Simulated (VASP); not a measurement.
**SiO2: single point with PBEsol**

SiO2:

```
Si O
1.0
     5.00402    0.00000    0.00000
    -2.50201    4.33361    0.00000
     0.00000    0.00000    5.55837
Si O
3 6
Direct
  0.00000 0.50000 0.33333
  0.50000 0.50000 0.66667
  0.50000 0.00000 0.00000
  0.58451 0.79225 0.83333
  0.79225 0.58451 0.50000
  0.79225 0.20775 0.16667
  0.41549 0.20775 0.83333
  0.20775 0.41549 0.50000
  0.20775 0.79225 0.16667
```

This cell differs from its parent crystal: strain -0.0150 x Voigt [1, 1, 0, 0, 0, 0].

```yaml
Program: VASP 6.6.1
Task: single point
Functional: PBEsol
Potentials_or_basis: VASP PAW PBE potentials, release 64 (Si, O)
Cutoff: 520 eV
k_mesh: 6 × 6 × 4
Occupations: gaussian, width 0.05 eV
Spin: no spin polarisation
Dipole_correction: no
Further_INCAR_settings: ALGO = Normal; EDIFF = 1e-06; NBANDS = 34
```

The pressure is 6.3 GPa. The largest force is 0.264 eV/Å. The band gap on the k mesh is 5.70 eV, indirect (least direct gap 5.86 eV).

Forces on the atoms (eV/Å):
```
Si   0.000  0.000  0.000
Si   0.000  0.000  0.000
Si   0.000  0.000  0.000
O    0.229  0.132  0.000
O    0.000  0.264  0.000
O    0.229 -0.132  0.000
O   -0.229 -0.132  0.000
O    0.000 -0.264  0.000
O   -0.229  0.132  0.000
```

Stress tensor (GPa, compression positive):
```
6.63 0.00 0.00
0.00 6.63 0.00
0.00 0.00 5.76
```

Levels at points of the mesh, in eV from the valence-band top:
| k point | band 22 | band 23 | band 24 | band 25 | band 26 | band 27 |
| --- | --- | --- | --- | --- | --- | --- |
| (0.00, 0.00, 0.00) | -0.49 | -0.49 | -0.16 | 5.70 | 8.92 | 8.92 |
| (0.50, 0.00, 0.00) | -1.05 | -0.38 | -0.01 | 7.76 | 8.63 | 9.62 |
| (0.00, 0.00, 0.50) | -0.33 | 0.00 | 0.00 | 7.52 | 7.52 | 8.34 |
| (0.50, 0.00, 0.50) | -0.77 | -0.74 | -0.35 | 8.77 | 9.17 | 9.20 |

Wall time 34 s on 1 thread of Intel(R) Xeon(R) 6975P-C (Granite Rapids), on a shared host, peak memory 0.26 GiB.

Caveat: the cell differs from its parent crystal (strain -0.0150 x Voigt [1, 1, 0, 0, 0, 0]); the PAW data sets were made with another functional, which shifts forces and pressure a little. A k mesh can miss the band edges.
